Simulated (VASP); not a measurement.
Here is a VASP 6.6.1 calculation.

INCAR

```
SYSTEM = ZnCuO
PREC = Accurate
ENCUT = 600
EDIFF = 1E-7
ISMEAR = 0
SIGMA = 0.1
LREAL = .False.
LASPH = .True.
NELM = 150
ALGO = Fast
ISIF = 3
LWAVE = .False.
LCHARG = .False.
ISPIN = 2
MAGMOM = 0 1 0
LORBIT = 11
LMAXMIX = 4
GGA = PE
IBRION = 2
NSW = 90
EDIFFG = -0.04
```

Contents of KPOINTS:

```
regular mesh
0
Gamma
  6 6 6
  0 0 0
```

File POSCAR:

```
ZnCuO
1.0
    3.2126887700      0.0000000000      0.0000000000
    0.0000000000      3.2347867800      0.0000000000
    0.0000000000      0.0000000000      3.2595582100
Zn Cu O
1 1 1
Direct
    0.5000000000      0.5000000000      0.5000000000
    0.5000000000      0.5000000000      0.0000000000
    0.0000000000      0.0000000000      0.0000000000
```

Potentials or basis: VASP PAW PBE potentials, release 64 (Zn, Cu, O).

The run is started by

```console
$ cat potpaw_PBE.64/Zn/POTCAR potpaw_PBE.64/Cu/POTCAR potpaw_PBE.64/O/POTCAR > POTCAR
$ mpirun -np 1 vasp_std > vasp.out
```

(1) Estimate the space group after relaxing (to 0.1 Å).

(2) What does it give for the relaxed volume?

(3) Predict the relaxed cell.

Results:

(1) P4/mmm (No. 123).

(2) 12.97 Å³/atom.

(3) a = 2.815 Å, b = 2.828 Å, c = 4.890 Å, α = 90.00°, β = 90.00°, γ = 90.00°.

Caveat: a cell axis changed by over 15 % at a fixed basis, so the end point is rough.
